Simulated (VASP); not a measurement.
Here is a VASP 6.6.1 calculation.

Contents of INCAR:

```
SYSTEM = Mg3Te2
  ALGO = Fast
  EDIFF = 1E-6
  ENCUT = 520
  GGA = PE
  ISIF = 2
  ISMEAR = 0
  LASPH = .True.
  LCHARG = .False.
  LREAL = .False.
  LWAVE = .False.
  NBANDS = 17
  NELM = 60
  PREC = Accurate
  SIGMA = 0.1
```

File KPOINTS:

```
k-points
0
Gamma
  8 8 4
  0 0 0
```

POSCAR

```
Mg3Te2
1.0
    4.4173343364      0.0000000000      0.0000000000
    0.0000000000      4.4173343364      0.0000000000
    0.0000000000      0.0000000000     11.3315199396
Mg Te
3 2
Direct
    0.5000000000      0.5000000000      0.2474739723
    0.5000000000      0.5000000000      0.7525260277
    0.5000000000      0.5000000000      0.5000000000
    0.5000000000      0.5000000000      0.0000000000
    0.0000000000      0.0000000000      0.0000000000
```

Potentials or basis: VASP PAW PBE potentials, release 64 (Mg, Te).

Command:

```bash
$ cat potpaw_PBE.64/Mg/POTCAR potpaw_PBE.64/Te/POTCAR > POTCAR
$ mpirun -np 1 vasp_std > vasp.out
```

**Question.** What does it give for the largest force?

**Answer.** 0.007 eV/Å.

**Question.** Estimate the band gap on the k mesh.

**Answer.** Zero (bands 9 and 10 overlap by 2.57 eV).

**Question.** What does it give for the pressure?

**Answer.** 0.0 GPa.

Forces on the atoms (eV/Å):
```
Mg   0.000  0.000  0.007
Mg   0.000  0.000 -0.007
Mg   0.000  0.000  0.000
Te   0.000  0.000  0.000
Te   0.000  0.000  0.000
```

Caveat: spin-orbit coupling is left out, which moves the levels of the heavy elements.
